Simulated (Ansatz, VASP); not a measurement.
InSb3 in VASP and in Ansatz

INCAR

```
PREC     = Accurate       # precision mode
ENCUT    = 520            # plane-wave cutoff, eV
EDIFF    = 1E-6           # SCF threshold, eV
ISMEAR   = 0              # smearing method
SIGMA    = 0.15           # smearing width, eV
LREAL    = False          # projectors in reciprocal space
LASPH    = True           # aspherical terms in the spheres
NELM     = 100            # most SCF steps
ALGO     = Normal         # electronic algorithm
ISIF     = 2              # what is computed and relaxed
LWAVE    = False          # write WAVECAR
LCHARG   = False          # write CHGCAR
GGA      = PS             # functional
NBANDS   = 22             # bands
```

KPOINTS

```
Automatic mesh
0
Gamma
  8 8 8
```

File POSCAR:

```
InSb3
1.0
    4.6811776833     -0.0550865859     -0.0550865859
   -0.0550865859      4.6811776833     -0.0550865859
   -0.0550865859     -0.0550865859      4.6811776833
In Sb
1 3
Direct
    0.0000000000      0.0000000000      0.0000000000
    0.5000000000      0.0000000000      0.5000000000
    0.0000000000      0.5000000000      0.5000000000
    0.5000000000      0.5000000000      0.0000000000
```

Input for Ansatz:

```yaml
crystal:
  lattice:
    - [4.6811776833, -0.0550865859, -0.0550865859]
    - [-0.0550865859, 4.6811776833, -0.0550865859]
    - [-0.0550865859, -0.0550865859, 4.6811776833]
  atoms:
    - { symbol: In, position: [0.0, 0.0, 0.0] }
    - { symbol: Sb, position: [0.5, 0.0, 0.5] }
    - { symbol: Sb, position: [0.0, 0.5, 0.5] }
    - { symbol: Sb, position: [0.5, 0.5, 0.0] }
basis:
  ecutwfc: 420
kpoints:
  mp_grid: { grid: [8, 8, 8] }
hamiltonian:
  xc: pbesol
  pseudopotentials: { kind: paw, azcp: { folder: soft_1 } }
scf:
  occupations: { method: gaussian, width: 0.15 }
output:
  forces: true
  stress: true
  eigenvalues: true
```

Change from the starting cell: equal engineering shear yz, xz and xy -0.0233, equal normal strain along x, y and z -0.0100.

Alike in both runs: task single point; functional PBEsol; k mesh 8 × 8 × 8; occupations gaussian, width 0.15 eV; no spin polarisation.

|  | VASP | Ansatz |
| --- | --- | --- |
| version | VASP 6.6.1 | Ansatz 0.2.0 |
| potentials or method | VASP PAW PBE potentials, release 64 (In_d, Sb), cutoff 520 eV | scalar-relativistic, plane waves, PAW |
| valence electrons in the cell | 28 | 58 |

```csv
,VASP,Ansatz,Ansatz less VASP
gap on the k mesh at the Fermi level (eV),none,none,-
pressure (GPa),2.0,2.0,-0.02
"traceless stress, the component that is largest in VASP (GPa)",0.54,0.53,-0.006
```

VASP's potentials were made for PBE, not for PBEsol, and Ansatz warns of the same on its side. A gap of «none» marks a metal or a gap that the smearing closes. VASP's potentials hold 28 valence electrons a cell and Ansatz's 58, so a difference there can come from the potentials and not from the codes.

Neither program's run includes spin-orbit coupling.
